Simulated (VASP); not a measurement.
# BP (F-43m) in VASP: a series of runs

Runs on BP. Level: PBE. Tasks: single point.

All numbers are computed with VASP 6.6.1; they aren't measurements. Logs are shortened: lines on timing, memory, paths and dates and some standing lists are left out, and cuts for length are marked.

### Step 1. The cell of the first run

The structure is cubic, space group F-43m (No. 216). Conventional cell: a = 4.548 Å, b = 4.548 Å, c = 4.548 Å, α = 90.00°, β = 90.00°, γ = 90.00°. B (site symmetry -43m) has 4 P at 1.97 Å within 2.6 Å. P (site symmetry -43m) has 4 B at 1.97 Å within 2.6 Å.

### Step 2. Single point, PBE

File INCAR:

```
SYSTEM = BP
PREC = Accurate ; ENCUT = 500
EDIFF = 1E-6 ; ISMEAR = 0
SIGMA = 0.01 ; LREAL = .False.
LASPH = .True. ; NELM = 120
ALGO = Normal ; ISIF = 2
LWAVE = .False. ; LCHARG = .True.
GGA = PE ; LELF = .True.
LVHAR = .True. ; NBANDS = 26
GGA_COMPAT = .False.
```

File KPOINTS:

```
regular mesh
0
Gamma
  3 3 3
  0 0 0
```

File POSCAR:

```
BP
1.0
    4.5481928018      0.0000000000      0.0000000000
    0.0000000000      4.5481928018      0.0000000000
    0.0000000000      0.0000000000      4.5481928018
B P
4 4
Direct
    0.0000000000      0.5000000000      0.5000000000
    0.5000000000      0.0000000000      0.5000000000
    0.5000000000      0.5000000000      0.0000000000
    0.0000000000      0.0000000000      0.0000000000
    0.2500000000      0.2500000000      0.2500000000
    0.7500000000      0.7500000000      0.2500000000
    0.7500000000      0.2500000000      0.7500000000
    0.2500000000      0.7500000000      0.7500000000
```

Potentials or basis: VASP PAW PBE potentials, release 64 (B, P).

Started as:

```bash
$ cat potpaw_PBE.64/B/POTCAR potpaw_PBE.64/P/POTCAR > POTCAR
$ mpirun -np 1 vasp_std > vasp.out
```

OUTCAR:

```text
SYSTEM = BP
   PREC = Accurate
   ENCUT = 500
   EDIFF = 1E-6
   ISMEAR = 0
   LREAL = .False.
   LASPH = .True.
   NELM = 120
   ISIF = 2
   GGA = PE

 ion  position               nearest neighbor table
   1  0.000  0.500  0.500-   5 1.97   6 1.97   7 1.97   8 1.97
   2  0.500  0.000  0.500-   5 1.97   6 1.97   7 1.97   8 1.97
   3  0.500  0.500  0.000-   5 1.97   6 1.97   7 1.97   8 1.97
   4  0.000  0.000  0.000-   5 1.97   6 1.97   7 1.97   8 1.97
   5  0.250  0.250  0.250-   1 1.97   2 1.97   3 1.97   4 1.97
   6  0.750  0.750  0.250-   1 1.97   2 1.97   3 1.97   4 1.97
   7  0.750  0.250  0.750-   1 1.97   2 1.97   3 1.97   4 1.97
   8  0.250  0.750  0.750-   1 1.97   2 1.97   3 1.97   4 1.97

  LATTYP: Found a simple cubic cell.
 ALAT       =     4.5481928018

  Lattice vectors:

 A1 = (   4.5481928018,   0.0000000000,   0.0000000000)
 A2 = (   0.0000000000,   4.5481928018,   0.0000000000)
 A3 = (   0.0000000000,   0.0000000000,   4.5481928018)

Analysis of symmetry for initial positions (statically):
=====================================================================
 Subroutine PRICEL returns following result:

  LATTYP: Found a face centered cubic cell.
 ALAT       =     4.5481928018

  Lattice vectors:

 A1 = (   2.2740964009,  -2.2740964009,   0.0000000000)
 A2 = (   2.2740964009,   0.0000000000,   2.2740964009)
 A3 = (   0.0000000000,  -2.2740964009,   2.2740964009)

   4 primitive cells build up your supercell.

 Routine SETGRP: Setting up the symmetry group for a
 simple cubic supercell.

 Subroutine GETGRP returns: Found 24 space group operations
 (whereof 24 operations were pure point group operations)
 out of a pool of 48 trial point group operations.

The static configuration has the point symmetry T_d .

Analysis of symmetry for dynamics (positions and initial velocities):
=====================================================================
 Subroutine PRICEL returns following result:

  LATTYP: Found a face centered cubic cell.
 ALAT       =     4.5481928018

  Lattice vectors:

 A1 = (   2.2740964009,  -2.2740964009,   0.0000000000)
 A2 = (   2.2740964009,   0.0000000000,   2.2740964009)
 A3 = (   0.0000000000,  -2.2740964009,   2.2740964009)

   4 primitive cells build up your supercell.

 Routine SETGRP: Setting up the symmetry group for a
 simple cubic supercell.

 Subroutine GETGRP returns: Found 24 space group operations
 (whereof 24 operations were pure point group operations)
 out of a pool of 48 trial point group operations.

The dynamic configuration has the point symmetry T_d .

 Subroutine INISYM returns: Found 24 space group operations
 (whereof 24 operations are pure point group operations),
 and found     4 'primitive' translations

----------------------------------------------------------------------------------------

                                     Primitive cell

  volume of cell :      23.5210

  direct lattice vectors                    reciprocal lattice vectors
     2.274096401 -2.274096401  0.000000000     0.219867548 -0.219867548 -0.219867548
     2.274096401  0.000000000  2.274096401     0.219867548  0.219867548  0.219867548
     0.000000000 -2.274096401  2.274096401    -0.219867548 -0.219867548  0.219867548

  length of vectors
     3.216057972  3.216057972  3.216057972     0.380821764  0.380821764  0.380821764

  position of ions in fractional coordinates (direct lattice)
     0.000000000  0.000000000  0.000000000
     0.750000000  0.750000000  0.750000000

  ion indices of the primitive-cell ions
   primitive index   ion index
                 1           1
                 2           5

----------------------------------------------------------------------------------------

 KPOINTS: regular mesh

Automatic generation of k-mesh.
 Grid dimensions read from file:
 generate k-points for:    3    3    3

 Generating k-lattice:

  Cartesian coordinates                     Fractional coordinates (reciprocal lattice)
     0.073289183  0.000000000  0.000000000     0.333333333  0.000000000  0.000000000
     0.000000000  0.073289183  0.000000000     0.000000000  0.333333333  0.000000000
     0.000000000  0.000000000  0.073289183     0.000000000  0.000000000  0.333333333

  Length of vectors
     0.073289183  0.073289183  0.073289183

  Shift w.r.t. Gamma in fractional coordinates (k-lattice)
     0.000000000  0.000000000  0.000000000

 Subroutine IBZKPT returns following result:
 ===========================================

 Found      4 irreducible k-points:

 Following reciprocal coordinates:
            Coordinates               Weight
  0.000000  0.000000  0.000000      1.000000
  0.333333  0.000000  0.000000      6.000000
  0.333333  0.333333  0.000000     12.000000
  0.333333  0.333333  0.333333      8.000000
   k-points           NKPTS =      4   k-points in BZ     NKDIM =      4   number of bands    NBANDS=     26
   number of dos      NEDOS =    301   number of ions     NIONS =      8
[... 75 lines left out ...]
      8       3.2698      2.00000
      9       3.2698      2.00000
     10       3.2698      2.00000
     11       3.2698      2.00000
     12       3.2698      2.00000
     13       3.2698      2.00000
     14       7.3619      2.00000
     15       7.3619      2.00000
     16       7.3619      2.00000
     17       8.7028      0.00000
     18       8.7028      0.00000
     19       8.7028      0.00000
     20       9.0231      0.00000
     21       9.0231      0.00000
     22       9.0231      0.00000
     23      10.7491      0.00000
     24      10.7491      0.00000
     25      10.7491      0.00000
     26      14.6341      0.00000

 k-point     2 :       0.3333    0.0000    0.0000
  band No.  band energies     occupation
      1      -7.3803      2.00000
      2      -5.4664      2.00000
      3      -3.0263      2.00000
      4      -3.0263      2.00000
      5      -0.8328      2.00000
      6      -0.8328      2.00000
      7       1.7713      2.00000
      8       2.0934      2.00000
      9       2.0934      2.00000
     10       2.2182      2.00000
     11       2.2182      2.00000
     12       3.8907      2.00000
     13       3.8907      2.00000
     14       5.4213      2.00000
     15       5.6398      2.00000
     16       5.6398      2.00000
     17       8.7466      0.00000
     18       9.7968      0.00000
     19      10.6740      0.00000
     20      11.1927      0.00000
     21      11.1927      0.00000
     22      11.7977      0.00000
     23      11.7977      0.00000
     24      13.1953      0.00000
     25      13.1953      0.00000
     26      14.2287      0.00000

 k-point     3 :       0.3333    0.3333    0.0000
  band No.  band energies     occupation
      1      -6.7394      2.00000
      2      -4.9234      2.00000
      3      -4.9234      2.00000
      4      -3.6517      2.00000
      5      -0.4441      2.00000
      6       0.8527      2.00000
      7       0.8527      2.00000
      8       1.0714      2.00000
      9       2.3849      2.00000
     10       2.3849      2.00000
     11       3.0574      2.00000
     12       4.0202      2.00000
     13       4.1167      2.00000
     14       4.1167      2.00000
     15       4.3224      2.00000
     16       6.5265      2.00000
     17      10.0040      0.00000
     18      11.3615      0.00000
     19      11.3615      0.00000
     20      11.9788      0.00000
     21      12.0771      0.00000
     22      12.8948      0.00000
     23      12.8948      0.00000
     24      13.0854      0.00000
     25      13.7951      0.00000
     26      13.7951      0.00000

 k-point     4 :       0.3333    0.3333    0.3333
  band No.  band energies     occupation
      1      -6.1383      2.00000
      2      -4.5895      2.00000
      3      -4.5895      2.00000
      4      -4.5895      2.00000
      5      -0.9383      2.00000
      6      -0.9383      2.00000
      7      -0.9383      2.00000
      8       0.6588      2.00000
      9       3.7930      2.00000
     10       3.7930      2.00000
     11       3.7930      2.00000
     12       4.7981      2.00000
     13       4.7981      2.00000
     14       4.7981      2.00000
     15       5.9001      2.00000
     16       5.9001      2.00000
     17      10.6491      0.00000
     18      10.6491      0.00000
     19      10.6491      0.00000
     20      11.2213      0.00000
     21      12.2069      0.00000
     22      12.2069      0.00000
     23      13.6826      0.00000
     24      13.6831      0.00000
     25      13.7622      0.00000
     26      13.7950      0.00000

------------------------ aborting loop because EDIFF is reached ----------------------------------------

  FORCE on cell =-STRESS in cart. coord.  units (eV):
  Direction    XX          YY          ZZ          XY          YZ          ZX
  --------------------------------------------------------------------------------------
  -------------------------------------------------------------------------------------
  Total        0.0125816      0.0125816      0.0125816      0.0000000      0.0000000      0.0000000
  in kB        0.2142542      0.2142542      0.2142542      0.0000000      0.0000000      0.0000000
  external PRESSURE =       0.2142542 kB  Pullay stress =       0.0000000 kB

 VOLUME and BASIS-vectors are now :
 -----------------------------------------------------------------------------
  energy-cutoff  :      500.00
  volume of cell :       94.08
      direct lattice vectors                 reciprocal lattice vectors
     4.548192802  0.000000000  0.000000000     0.219867548  0.000000000  0.000000000
     0.000000000  4.548192802  0.000000000     0.000000000  0.219867548  0.000000000
     0.000000000  0.000000000  4.548192802     0.000000000  0.000000000  0.219867548

 POSITION                                       TOTAL-FORCE (eV/Angst)
 -----------------------------------------------------------------------------------
      0.00000      2.27410      2.27410        -0.000000     -0.000000     -0.000000
      2.27410      0.00000      2.27410        -0.000000     -0.000000     -0.000000
      2.27410      2.27410      0.00000         0.000000     -0.000000     -0.000000
      0.00000      0.00000      0.00000        -0.000000     -0.000000     -0.000000
      1.13705      1.13705      1.13705         0.000000      0.000000      0.000000
      3.41114      3.41114      1.13705         0.000000     -0.000000     -0.000000
      3.41114      1.13705      3.41114         0.000000      0.000000      0.000000
      1.13705      3.41114      3.41114        -0.000000      0.000000      0.000000
 -----------------------------------------------------------------------------------
    total drift:                               -0.000000      0.000000      0.000000

  FREE ENERGIE OF THE ION-ELECTRON SYSTEM (eV)
  ---------------------------------------------------
  free  energy   TOTEN  =       -51.6255729991 eV

  energy  without entropy=      -51.6255729991  energy(sigma->0) =      -51.62557300
```

Run time: 16 s. Hardware: 1 thread of Intel Xeon Platinum 8488C (Sapphire Rapids), shared host; peak memory 0.19 GiB.

What came out:

- Free energy: -51.6256 eV
- Pressure: 0.0 GPa
- Band gap on the k mesh: 1.34 eV

Caveat: the k points lie up to 0.46 Å⁻¹ apart. A k mesh can miss the band edges.

### Step 3. Single point, PBE

This run uses another cell than the first one: it holds 16 atoms, not 8.

File INCAR:

```
ALGO = Normal
EDIFF = 1E-6
ENCUT = 520
GGA = PE
ISIF = 2
ISMEAR = 0
LASPH = T
LCHARG = F
LREAL = Auto
LWAVE = F
NBANDS = 46
NELM = 80
PREC = Accurate
SIGMA = 0.01
```

File KPOINTS:

```
k-points
0
Gamma
  3 3 3
```

File POSCAR:

```
BP
1.0
    0.0000000000      4.5481927936     -4.5481927936
    4.5481927936      4.5481927936      0.0000000000
    4.5481927936      0.0000000000     -4.5481927936
B P
8 8
Direct
    0.5000000000      0.5000000000      0.0000000000
    0.5000000000      0.0000000000      0.0000000000
    1.0000000000      0.5000000000      0.0000000000
    1.0000000000      0.0000000000      0.0000000000
    0.5000000000      0.5000000000      0.5000000000
    0.5000000000      0.0000000000      0.5000000000
    1.0000000000      0.5000000000      0.5000000000
    1.0000000000      0.0000000000      0.5000000000
    0.3750000000      0.3750000000      0.3750000000
    0.3750000000      0.8750000000      0.3750000000
    0.8750000000      0.3750000000      0.3750000000
    0.8750000000      0.8750000000      0.3750000000
    0.3750000000      0.3750000000      0.8750000000
    0.3750000000      0.8750000000      0.8750000000
    0.8750000000      0.3750000000      0.8750000000
    0.8750000000      0.8750000000      0.8750000000
```

Potentials or basis: VASP PAW PBE potentials, release 64 (B, P).

Started as:

```bash
$ cat potpaw_PBE.64/B/POTCAR potpaw_PBE.64/P/POTCAR > POTCAR
$ mpirun -np 1 vasp_std > vasp.out
```

It took 1.8 min on 1 thread of AMD EPYC 7R13, shared host; peak memory 0.29 GiB.

Results (log left out):

| Item | Value |
| --- | --- |
| Free energy | -103.3171 eV |
| Pressure | -0.1 GPa |
| Band gap on the k mesh | 1.34 eV |

Levels at points of the mesh, in eV from the valence-band top:
```tsv
k point	band 29	band 30	band 31	band 32	band 33	band 34	band 35	band 36
(0.00, 0.00, 0.00)	-1.75	0.00	0.00	0.00	1.34	1.34	1.34	1.66
```

A k mesh can miss the band edges.

### Step 4. Single point, PBE

This run uses another cell than the first one: it holds 32 atoms, not 8.

File INCAR:

```
SYSTEM = BP
ALGO = Normal
EDIFF = 1E-7
ENCUT = 520
GGA = PE
ISIF = 2
ISMEAR = 0
LASPH = .True.
LCHARG = .False.
LREAL = Auto
LWAVE = .False.
NBANDS = 86
NELM = 100
PREC = Accurate
SIGMA = 0.01
```

File KPOINTS:

```
k-points
0
Gamma
  3 3 3
  0 0 0
```

File POSCAR:

```
BP
1.0
   -4.5481928018     -4.5481928018      4.5481928018
    4.5481928018     -4.5481928018     -4.5481928018
    4.5481928018      4.5481928018      4.5481928018
B P
16 16
Direct
    0.2500000000      0.5000000000      0.2500000000
    0.0000000000      0.5000000000      0.5000000000
    0.5000000000      0.2500000000      0.2500000000
    0.2500000000      0.2500000000      0.5000000000
    0.0000000000      0.2500000000      0.7500000000
    0.7500000000      0.5000000000      0.7500000000
    0.5000000000      0.5000000000      0.0000000000
    0.0000000000      0.7500000000      0.2500000000
    0.7500000000      0.0000000000      0.2500000000
    0.5000000000      0.0000000000      0.5000000000
    0.2500000000      0.0000000000      0.7500000000
    0.0000000000      0.0000000000      0.0000000000
    0.7500000000      0.2500000000      0.0000000000
    0.7500000000      0.7500000000      0.5000000000
    0.5000000000      0.7500000000      0.7500000000
    0.2500000000      0.7500000000      0.0000000000
    0.2500000000      0.7500000000      0.2500000000
    0.0000000000      0.7500000000      0.5000000000
    0.5000000000      0.5000000000      0.2500000000
    0.2500000000      0.5000000000      0.5000000000
    0.0000000000      0.5000000000      0.7500000000
    0.7500000000      0.7500000000      0.7500000000
    0.5000000000      0.7500000000      0.0000000000
    0.0000000000      0.0000000000      0.2500000000
    0.7500000000      0.2500000000      0.2500000000
    0.5000000000      0.2500000000      0.5000000000
    0.2500000000      0.2500000000      0.7500000000
    0.0000000000      0.2500000000      0.0000000000
    0.7500000000      0.5000000000      0.0000000000
    0.7500000000      0.0000000000      0.5000000000
    0.5000000000      0.0000000000      0.7500000000
    0.2500000000      0.0000000000      0.0000000000
```

Started as:

```bash
$ cat potpaw_PBE.64/B/POTCAR potpaw_PBE.64/P/POTCAR > POTCAR
$ mpirun -np 1 vasp_std > vasp.out
```

It took 4.4 min on 1 thread of Intel Xeon Platinum 8488C (Sapphire Rapids), shared host; peak memory 0.51 GiB.

The run converged. Its results:

* Free energy: -206.9061 eV
* Pressure: -0.2 GPa
* Band gap on the k mesh: 1.35 eV

Levels at points of the mesh, in eV from the valence-band top:
```csv
k point,band 61,band 62,band 63,band 64,band 65,band 66,band 67,band 68
"(0.00, 0.00, 0.00)",-1.92,0.00,0.00,0.00,1.35,1.35,1.35,1.67
```

### Step 5. Single point, PBE

This run uses another cell than the first one: it holds 2 atoms, not 8.

File INCAR:

```
SYSTEM = BP
ALGO = Normal ; EDIFF = 1E-6
ENCUT = 500 ; GGA = PE
GGA_COMPAT = .False. ; ISIF = 2
ISMEAR = 0 ; LASPH = .True.
LCHARG = .False. ; LREAL = .False.
LWAVE = .False. ; NBANDS = 11
NELM = 120 ; PREC = Accurate
SIGMA = 0.1
```

File KPOINTS:

```
k-points
0
Gamma
  8 8 8
  0 0 0
```

File POSCAR:

```
BP
1.0
    0.0000000000      2.2660723845      2.2660723845
    2.2660723845      0.0000000000      2.2660723845
    2.2660723845      2.2660723845      0.0000000000
B P
1 1
Direct
    0.0000000000      0.0000000000      0.0000000000
    0.2500000000      0.2500000000      0.2500000000
```

Started as:

```bash
$ cat potpaw_PBE.64/B/POTCAR potpaw_PBE.64/P/POTCAR > POTCAR
$ mpirun -np 1 vasp_std > vasp.out
```

It used 8.9 s of CPU time on 1 thread of Intel Xeon 8259CL, on a shared host.

Results (log left out):

```yaml
Free_energy: -12.9275 eV
Pressure: 1.6 GPa
Band_gap_on_the_k_mesh: 1.26 eV, indirect (least direct gap 3.41 eV)
```

Levels at points of the mesh, in eV from the valence-band top:
```csv
k point,band 1,band 2,band 3,band 4,band 5,band 6,band 7,band 8
"(0.00, 0.00, 0.00)",-15.50,0.00,0.00,0.00,3.41,3.41,3.41,7.43
"(0.50, 0.00, 0.00)",-12.16,-9.06,-1.76,-1.76,3.80,4.72,4.72,10.14
"(0.50, 0.50, 0.00)",-10.62,-8.60,-4.13,-4.13,1.32,1.65,12.16,12.16
```

A k mesh can miss the band edges. PBE gaps usually lie below the measured ones, often by a third to a half.

### Step 6. Single point, PBE

This run uses another cell than the first one: it holds 2 atoms, not 8.

File INCAR:

```
PREC = Accurate ; ENCUT = 500
EDIFF = 1E-6 ; ISMEAR = 0
SIGMA = 0.01 ; LREAL = F
LASPH = T ; NELM = 120
ALGO = Normal ; ISIF = 2
LWAVE = F ; LCHARG = F
GGA = PE ; NBANDS = 11
GGA_COMPAT = F
```

File KPOINTS:

```
regular mesh
0
Gamma
  10 10 10
```

File POSCAR:

```
BP
1.0
    0.0000000000      2.2740963968      2.2740963968
    2.2740963968      0.0000000000      2.2740963968
    2.2740963968      2.2740963968      0.0000000000
B P
1 1
Direct
    0.0000000000      0.0000000000      0.0000000000
    0.2500000000      0.2500000000      0.2500000000
```

Potentials or basis: VASP PAW PBE potentials, release 64 (B, P).

Started as:

```bash
$ cat potpaw_PBE.64/B/POTCAR potpaw_PBE.64/P/POTCAR > POTCAR
$ mpirun -np 1 vasp_std > vasp.out
```

Wall time 18 s (1 thread of Intel Xeon 8259CL, shared host); peak memory 0.13 GiB.

The run converged. Its results:

```yaml
Free_energy: -12.9306 eV
Pressure: -0.2 GPa
Band_gap_on_the_k_mesh: 1.25 eV, indirect (least direct gap 3.39 eV)
```

Levels at points of the mesh, in eV from the valence-band top:
```
           k point  band 1  band 2  band 3  band 4  band 5  band 6  band 7  band 8  band 9
(0.00, 0.00, 0.00)  -15.40    0.00    0.00    0.00    3.39    3.39    3.39    7.27   11.47
(0.50, 0.00, 0.00)  -12.10   -8.99   -1.75   -1.75    3.74    4.71    4.71   10.10   14.58
(0.50, 0.50, 0.00)  -10.58   -8.55   -4.09   -4.09    1.35    1.67   12.06   12.06   15.15
```

### Step 7. Summary

```tsv
cell	k mesh	cutoff (eV)	smearing	gap on the mesh (eV)	pressure (GPa)
a = 4.548 Å, 8 atoms	3 × 3 × 3	500	gaussian 0.01 eV	1.34	0.0
a = 6.432 Å, angles 60.0°, 16 atoms	3 × 3 × 3	520	gaussian 0.01 eV	1.34	-0.1
a = 7.878 Å, angles 109.5°, 32 atoms	3 × 3 × 3	520	gaussian 0.01 eV	1.35	-0.2
a = 3.205 Å, angles 60.0°, 2 atoms	8 × 8 × 8	500	gaussian 0.1 eV	1.26	1.6
a = 3.216 Å, angles 60.0°, 2 atoms	10 × 10 × 10	500	gaussian 0.01 eV	1.25	-0.2
```

Alike in all rows: task single point; level PBE; potentials or basis VASP PAW PBE potentials, release 64 (B, P); no spin polarisation.

Caveats: some runs use coarse meshes.

Absolute energies hang on the potentials; compare differences alone.
